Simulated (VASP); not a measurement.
A run of VASP 6.6.1:

INCAR

```
  PREC = Accurate
  ENCUT = 520
  EDIFF = 1E-6
  ISMEAR = 0
  SIGMA = 0.05
  LREAL = F
  LASPH = T
  NELM = 100
  ALGO = Normal
  ISIF = 2
  LWAVE = F
  LCHARG = F
  LDIPOL = T
  IDIPOL = 3
  DIPOL = 0.5 0.5 0.500
  GGA = PE
  IVDW = 12
  NBANDS = 12
```

The input KPOINTS:

```
regular mesh
0
Gamma
  12 12 1
```

Contents of POSCAR:

```
Sb
1.0
    4.0214023700      0.0000000000      0.0000000000
   -2.0107011800      3.4826366100      0.0000000000
    0.0000000000      0.0000000000     21.5290000108
Sb
2
Direct
    0.3333333300      0.6666666700      0.5355102422
    0.6666666700      0.3333333300      0.4644897578
```

Potentials or basis: VASP PAW PBE potentials, release 64 (Sb).

Command:

```console
$ cat potpaw_PBE.64/Sb/POTCAR > POTCAR
$ mpirun -np 1 vasp_std > vasp.out
```

Hardware: 1 thread of Intel(R) Xeon(R) 6975P-C (Granite Rapids) (shared host).

Q: How long does it take, and how much memory?

A: Run time: 42 s on 1 thread of Intel(R) Xeon(R) 6975P-C (Granite Rapids), on a shared host, peak memory 0.39 GiB. Counts: scf iterations 17, k points 19.
